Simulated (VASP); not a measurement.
# LiS3 (P1) in VASP: single point with PBE

Aim: the single point of LiS3 with PBE.

All numbers are computed with VASP 6.6.1; they aren't measurements. Logs are shortened: lines on timing, memory, paths and dates and some standing lists are left out, and cuts for length are marked.

## Step 1: The cell of the first run

The typed cell holds 8 atoms: a = 4.282 Å, b = 5.364 Å, c = 8.658 Å, α = 89.09°, β = 85.70°, γ = 85.07°.

## Step 2: Single point, PBE

Input file INCAR:

```
SYSTEM = LiS3
  PREC = Accurate
  ENCUT = 520
  EDIFF = 1E-7
  ISMEAR = 0
  SIGMA = 0.1
  LREAL = .FALSE.
  LASPH = .TRUE.
  NELM = 60
  ALGO = Normal
  ISIF = 2
  LWAVE = .FALSE.
  LCHARG = .FALSE.
  GGA = PE
  NBANDS = 31
```

Input file KPOINTS:

```
Automatic mesh
0
G
  4 4 2
  0 0 0
```

Input file POSCAR:

```
LiS3
1.0
    4.2823209054      0.0000000000      0.0000000000
    0.4608806014      5.3436759239      0.0000000000
    0.6488006032      0.0817292055      8.6331848377
Li S
2 6
Direct
    0.2601448960      0.2607474985      0.4985491991
    0.7298202976      0.2960727747      0.9099759743
    0.1975988585      0.4795232110      0.0018165792
    0.7457266264      0.1959463778      0.6312908217
    0.8251027092      0.9937595285      0.1336564149
    0.2446516213      0.7390668191      0.4922504398
    0.1478939934      0.2237372480      0.1763837601
    0.8490609976      0.8111465424      0.6294028809
```

Potentials or basis: VASP PAW PBE potentials, release 64 (Li_sv, S).

Launch:

```sh
> cat potpaw_PBE.64/Li_sv/POTCAR potpaw_PBE.64/S/POTCAR > POTCAR
> mpirun -np 1 vasp_std > vasp.out
```

OUTCAR:

```text
SYSTEM = LiS3
   PREC = Accurate
   ENCUT = 520
   EDIFF = 1E-7
   ISMEAR = 0
   LREAL = .FALSE.
   LASPH = .TRUE.
   NELM = 60
   ISIF = 2
   GGA = PE

 ion  position               nearest neighbor table
   1  0.260  0.261  0.499-   4 2.45   4 2.46   6 2.56
   2  0.730  0.296  0.910-   4 2.47   3 2.48   3 2.49   5 2.54
   3  0.198  0.480  0.002-   7 2.04   2 2.48   2 2.49
   4  0.746  0.196  0.631-   8 2.07   1 2.45   1 2.46   2 2.47
   5  0.825  0.994  0.134-   7 1.99   2 2.54
   6  0.245  0.739  0.492-   8 2.01   1 2.56
   7  0.148  0.224  0.176-   5 1.99   3 2.04
   8  0.849  0.811  0.629-   6 2.01   4 2.07

  LATTYP: Found a triclinic cell.
 ALAT       =     4.2823209054
 B/A-ratio  =     1.2524783174
 C/A-ratio  =     2.0217811274
 COS(alpha) =     0.0158441833
 COS(beta)  =     0.0749372752
 COS(gamma) =     0.0859288508

  Lattice vectors:

 A1 = (   4.2823209054,   0.0000000000,   0.0000000000)
 A2 = (   0.4608806014,   5.3436759239,   0.0000000000)
 A3 = (   0.6488006032,   0.0817292055,   8.6331848377)

Analysis of symmetry for initial positions (statically):
=====================================================================
 Subroutine PRICEL returns:
 Original cell was already a primitive cell.

 Routine SETGRP: Setting up the symmetry group for a
 triclinic supercell.

 Subroutine GETGRP returns: Found  1 space group operations
 (whereof  1 operations were pure point group operations)
 out of a pool of  2 trial point group operations.

The static configuration has the point symmetry C_1 .

Analysis of symmetry for dynamics (positions and initial velocities):
=====================================================================
 Subroutine PRICEL returns:
 Original cell was already a primitive cell.

 Routine SETGRP: Setting up the symmetry group for a
 triclinic supercell.

 Subroutine GETGRP returns: Found  1 space group operations
 (whereof  1 operations were pure point group operations)
 out of a pool of  2 trial point group operations.

The dynamic configuration has the point symmetry C_1 .

 Subroutine INISYM returns: Found  1 space group operations
 (whereof  1 operations are pure point group operations),
 and found     1 'primitive' translations

----------------------------------------------------------------------------------------

                                     Primitive cell

  volume of cell :     197.5561

  direct lattice vectors                    reciprocal lattice vectors
     4.282320905  0.000000000  0.000000000     0.233518230 -0.020140447 -0.017358682
     0.460880601  5.343675924  0.000000000     0.000000000  0.187137097 -0.001771602
     0.648800603  0.081729205  8.633184838     0.000000000  0.000000000  0.115832108

  length of vectors
     4.282320905  5.363514082  8.657915588     0.235027074  0.187145483  0.115832108

  position of ions in fractional coordinates (direct lattice)
     0.260144896  0.260747499  0.498549199
     0.729820298  0.296072775  0.909975974
     0.197598859  0.479523211  0.001816579
     0.745726626  0.195946378  0.631290822
     0.825102709  0.993759529  0.133656415
     0.244651621  0.739066819  0.492250440
     0.147893993  0.223737248  0.176383760
     0.849060998  0.811146542  0.629402881

  ion indices of the primitive-cell ions
   primitive index   ion index
                 1           1
                 2           2
                 3           3
                 4           4
                 5           5
                 6           6
                 7           7
                 8           8

----------------------------------------------------------------------------------------

 KPOINTS: Automatic mesh

Automatic generation of k-mesh.
 Grid dimensions read from file:
 generate k-points for:    4    4    2

 Generating k-lattice:

  Cartesian coordinates                     Fractional coordinates (reciprocal lattice)
     0.058379558 -0.005035112 -0.004339670     0.250000000  0.000000000  0.000000000
     0.000000000  0.046784274 -0.000442900     0.000000000  0.250000000  0.000000000
     0.000000000  0.000000000  0.057916054     0.000000000  0.000000000  0.500000000

  Length of vectors
     0.058756768  0.046786371  0.057916054

  Shift w.r.t. Gamma in fractional coordinates (k-lattice)
     0.000000000  0.000000000  0.000000000

 Subroutine IBZKPT returns following result:
 ===========================================

 Found     20 irreducible k-points:

 Following reciprocal coordinates:
            Coordinates               Weight
  0.000000  0.000000  0.000000      1.000000
  0.250000 -0.000000  0.000000      2.000000
  0.500000 -0.000000  0.000000      1.000000
  0.000000  0.250000 -0.000000      2.000000
  0.250000  0.250000  0.000000      2.000000
  0.500000  0.250000  0.000000      2.000000
[... 12 lines left out ...]
  0.250000  0.500000  0.500000      2.000000
  0.500000  0.500000  0.500000      1.000000
   k-points           NKPTS =     20   k-points in BZ     NKDIM =     20   number of bands    NBANDS=     31
   number of dos      NEDOS =    301   number of ions     NIONS =      8
   total plane-waves  NPLWV =  81920
   dimension x,y,z NGX =    32 NGY =   40 NGZ =   64
   dimension x,y,z NGXF=    64 NGYF=   80 NGZF=  128
   ions per type =               2   6
   NGX,Y,Z   is equivalent  to a cutoff of  12.42, 12.40, 12.29 a.u.
   NGXF,Y,Z  is equivalent  to a cutoff of  24.85, 24.80, 24.58 a.u.
 SYSTEM =  LiS3
   PREC   = accura    normal or accurate (medium, high low for compatibility)
   ISTART =      0    job   : 0-new  1-cont  2-samecut
   ICHARG =      2    charge: 1-file 2-atom 10-const
   ISPIN  =      1    spin polarized calculation?
   LNONCOLLINEAR =      F non collinear calculations
   LSORBIT =      F    spin-orbit coupling
   LASPH  =      T    aspherical Exc in radial PAW
   ENCUT  =  520.0 eV  38.22 Ry    6.18 a.u.   7.96  9.97 16.10*2*pi/ulx,y,z
   NELM   =     60;   NELMIN=  2; NELMDL= -5     # of ELM steps
   EDIFF  = 0.1E-06   stopping-criterion for ELM
   LREAL  =      F    real-space projection
   EDIFFG = 0.1E-05   stopping-criterion for IOM
   NSW    =      0    number of steps for IOM
   IBRION =     -1    ionic relax: 0-MD 1-quasi-New 2-CG
   NFREE  =      0    steps in history (QN), initial steepest desc. (CG)
   ISIF   =      2    stress and relaxation
   ISYM   =      2    0-nonsym 1-usesym 2-fastsym
   POTIM  = 0.5000    time-step for ionic-motion
   TEBEG  =    0.0;   TEEND  =   0.0 temperature during run
   PSTRESS=    0.0 pullay stress
   NELECT =      42.0000    total number of electrons
   NUPDOWN=      -1.0000    fix difference up-down
   EMIN   =  10.00;   EMAX   =-10.00  energy-range for DOS
   EFERMI =   0.00;   METHOD = LEGACY
   ISMEAR =     0;   SIGMA  =   0.10  broadening in eV -4-tet -1-fermi 0-gaus
   EFERMI_NEDOS =   21; number of points for ismear=-14 and -15
   IALGO  =     38    algorithm
   IMIX   =      4    mixing-type and parameters
     AMIX     =   0.40;   BMIX     =  1.00
     AMIX_MAG =   1.60;   BMIX_MAG =  1.00
  volume/ion in A,a.u.               =      24.69       166.65
  Fermi-wavevector in a.u.,A,eV,Ry     =   0.977075  1.846404 12.989144  0.954675
  Thomas-Fermi vector in A             =   2.107744
   LORBIT       =      0    0 simple, 1 ext, 2 COOP (PROOUT), +10 PAW based schemes
   GGA     = PE    functional components
   LHFCALC =     F    Hartree Fock is set to
   AEXX    =    0.0000 exact exchange contribution
   IVDW    =     0    specifies the selected vdW correction
   LEPSILON=     F    determine dielectric tensor
   LRPA    =     F    only Hartree local field effects (RPA)
 non-spin polarized calculation
 Gauss-broadening in eV      SIGMA  =   0.10
  energy-cutoff  :      520.00
  volume of cell :      197.56
 maximum number of plane-waves:      5342
   NGX = 15   NGY = 19   NGZ = 33

 number of electron      41.9999999 magnetization

 Free energy of the ion-electron system (eV)
  ---------------------------------------------------
  ext. energy  EPLUGINS =         0.00000000
  ---------------------------------------------------
  free energy    TOTEN  =       -31.41604419 eV

  energy without entropy =      -31.39098231  energy(sigma->0) =      -31.40351325

 E-fermi :   1.8426     XC(G=0):  -7.7285

 val. band max:        1.8426239673   @ k =   0.2500   0.5000   0.5000
 cond. band min:       1.8815340102   @ k =   0.2500   0.2500   0.0000
 fundamental gap:      0.0389100429
 Fermi energy:         1.8426314030

 k-point     1 :       0.0000    0.0000    0.0000
  band No.  band energies     occupation
      1     -43.8561      2.00000
      2     -43.6757      2.00000
      3     -14.6052      2.00000
      4     -14.3136      2.00000
      5     -10.9864      2.00000
      6     -10.8446      2.00000
[... 23 lines left out ...]
     30       7.8813      0.00000
     31       8.2266      0.00000

 k-point     2 :       0.2500   -0.0000    0.0000
  band No.  band energies     occupation
      1     -43.8561      2.00000
      2     -43.6757      2.00000
      3     -14.4999      2.00000
      4     -14.1903      2.00000
      5     -11.0431      2.00000
      6     -10.9632      2.00000
[... 23 lines left out ...]
     30       7.8908      0.00000
     31       8.3289      0.00000

 k-point     3 :       0.5000   -0.0000    0.0000
  band No.  band energies     occupation
      1     -43.8560      2.00000
      2     -43.6756      2.00000
      3     -14.3848      2.00000
      4     -14.0514      2.00000
      5     -11.1330      2.00000
      6     -11.0983      2.00000
[... 23 lines left out ...]
     30       8.1076      0.00000
     31       8.2850      0.00000

 k-point     4 :       0.0000    0.2500   -0.0000
  band No.  band energies     occupation
      1     -43.8561      2.00000
      2     -43.6757      2.00000
      3     -14.5716      2.00000
      4     -14.2761      2.00000
      5     -11.1256      2.00000
      6     -10.9587      2.00000
[... 23 lines left out ...]
     30       7.9310      0.00000
     31       8.4658      0.00000

 k-point     5 :       0.2500    0.2500    0.0000
  band No.  band energies     occupation
      1     -43.8561      2.00000
      2     -43.6757      2.00000
      3     -14.4687      2.00000
      4     -14.1638      2.00000
      5     -11.1668      2.00000
      6     -10.9806      2.00000
[... 23 lines left out ...]
     30       7.9229      0.00000
     31       8.4360      0.00000
[... 406 lines left out ...]
     30       8.0276      0.00000
     31       8.4134      0.00000

 k-point    18 :       0.0000    0.5000    0.5000
  band No.  band energies     occupation
      1     -43.8561      2.00000
      2     -43.6757      2.00000
      3     -14.5362      2.00000
      4     -14.2368      2.00000
      5     -11.2492      2.00000
      6     -11.0837      2.00000
[... 23 lines left out ...]
     30       8.1371      0.00000
     31       8.4641      0.00000

 k-point    19 :       0.2500    0.5000    0.5000
  band No.  band energies     occupation
      1     -43.8561      2.00000
      2     -43.6757      2.00000
      3     -14.4349      2.00000
      4     -14.1222      2.00000
      5     -11.2802      2.00000
      6     -11.0889      2.00000
[... 23 lines left out ...]
     30       8.2114      0.00000
     31       8.3601      0.00000

 k-point    20 :       0.5000    0.5000    0.5000
  band No.  band energies     occupation
      1     -43.8560      2.00000
      2     -43.6756      2.00000
      3     -14.3244      2.00000
      4     -13.9955      2.00000
      5     -11.3244      2.00000
      6     -11.1120      2.00000
[... 23 lines left out ...]
     30       8.1825      0.00000
     31       8.3724      0.00000

------------------------ aborting loop because EDIFF is reached ----------------------------------------

  FORCE on cell =-STRESS in cart. coord.  units (eV):
  Direction    XX          YY          ZZ          XY          YZ          ZX
  --------------------------------------------------------------------------------------
  -------------------------------------------------------------------------------------
  Total        0.3192374     -0.7225800     -0.4749365     -0.0917630      0.0315520      0.1447563
  in kB        2.5890112     -5.8601155     -3.8517291     -0.7441969      0.2558862      1.1739719
  external PRESSURE =      -2.3742778 kB  Pullay stress =       0.0000000 kB

 VOLUME and BASIS-vectors are now :
 -----------------------------------------------------------------------------
  energy-cutoff  :      520.00
  volume of cell :      197.56
      direct lattice vectors                 reciprocal lattice vectors
     4.282320905  0.000000000  0.000000000     0.233518230 -0.020140447 -0.017358682
     0.460880601  5.343675924  0.000000000     0.000000000  0.187137097 -0.001771602
     0.648800603  0.081729205  8.633184838     0.000000000  0.000000000  0.115832108

 POSITION                                       TOTAL-FORCE (eV/Angst)
 -----------------------------------------------------------------------------------
      1.55766      1.43410      4.30407        -0.000495      0.009166      0.025521
      3.85217      1.65649      7.85599         0.014276     -0.009948     -0.033117
      1.06836      2.56257      0.01568        -0.063575     -0.080381      0.167655
      3.69333      1.09867      5.45005         0.025945     -0.104930      0.015558
      4.07808      5.32125      1.15388         0.189556      0.067508     -0.001934
      1.70767      3.98956      4.24969        -0.126095      0.025310      0.081740
      0.85088      1.21000      1.52275        -0.136597      0.023548     -0.163366
      4.41815      4.38594      5.43375         0.096984      0.069727     -0.092057
 -----------------------------------------------------------------------------------
    total drift:                               -0.001230     -0.000650      0.000044

  FREE ENERGIE OF THE ION-ELECTRON SYSTEM (eV)
  ---------------------------------------------------
  free  energy   TOTEN  =       -31.4160441873 eV

  energy  without entropy=      -31.3909823143  energy(sigma->0) =      -31.40351325
```

Wall time 2.4 min (1 thread of AMD EPYC 9R45 (Zen 5), shared host); peak memory 0.26 GiB.

What came out:

```yaml
Free_energy: -31.4160 eV
Largest_force: 0.214 eV/Å
Band_gap_on_the_k_mesh: zero (band 21 reaches 2.55 eV, above the bottom of band 22 at 1.09 eV)
```

Forces on the atoms (eV/Å):
```
Li   0.000  0.009  0.026
Li   0.014 -0.010 -0.033
S   -0.064 -0.080  0.168
S    0.026 -0.105  0.016
S    0.190  0.068 -0.002
S   -0.126  0.025  0.082
S   -0.137  0.024 -0.163
S    0.097  0.070 -0.092
```

Caveat: the k points lie up to 0.37 Å⁻¹ apart; the cutoff is under 1.25 times the usual one of these potentials, so pressure, stress and relaxed cells hold a basis-set (Pulay) error.
